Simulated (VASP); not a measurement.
Input of a VASP 6.6.1 run:

The input POSCAR:

```
Mg2C
1.0
    0.0000000000      2.7109426181      2.7109426181
    2.7109426181      0.0000000000      2.7109426181
    2.7109426181      2.7109426181      0.0000000000
C Mg
1 2
Direct
    0.0000000000      0.0000000000      0.0000000000
    0.2500000000      0.2500000000      0.2500000000
    0.7500000000      0.7500000000      0.7500000000
```

File INCAR.step1:

```
  PREC = Accurate
  ENCUT = 520
  EDIFF = 1E-5
  ISMEAR = 0
  SIGMA = 0.01
  LREAL = F
  LASPH = T
  NELM = 100
  ALGO = Normal
  ISIF = 2
  LWAVE = T
  LCHARG = F
  GGA = PE
  NBANDS = 11
```

INCAR.step2

```
  PREC = Accurate
  ENCUT = 520
  EDIFF = 1E-7
  ISMEAR = 0
  SIGMA = 0.01
  LREAL = F
  LASPH = T
  NELM = 100
  ALGO = Normal
  ISIF = 2
  LWAVE = F
  LCHARG = F
  GGA = PE
  LHFCALC = T
  HFSCREEN = 0.2079
  PRECFOCK = Normal
  ISTART = 1
  NBANDS = 11
```

The input KPOINTS:

```
regular mesh
0
Gamma
  4 4 4
```

Potentials or basis: VASP PAW PBE potentials, release 64 (C, Mg).

The run is started by

```bash
$ cat potpaw_PBE.64/C/POTCAR potpaw_PBE.64/Mg/POTCAR > POTCAR
$ cp INCAR.step1 INCAR
$ mpirun -np 1 vasp_std > vasp.out
$ cp INCAR.step2 INCAR
$ mpirun -np 1 vasp_std > vasp.out
```

Q: What does it give for the band gap on the k mesh?

A: 1.38 eV (least direct gap 2.32 eV).

Q: What does it give for the pressure?

A: -0.8 GPa.

Caveat: the k points lie up to 0.50 Å⁻¹ apart; the PAW data sets were made with another functional, which shifts forces and pressure a little. A k mesh can miss the band edges.
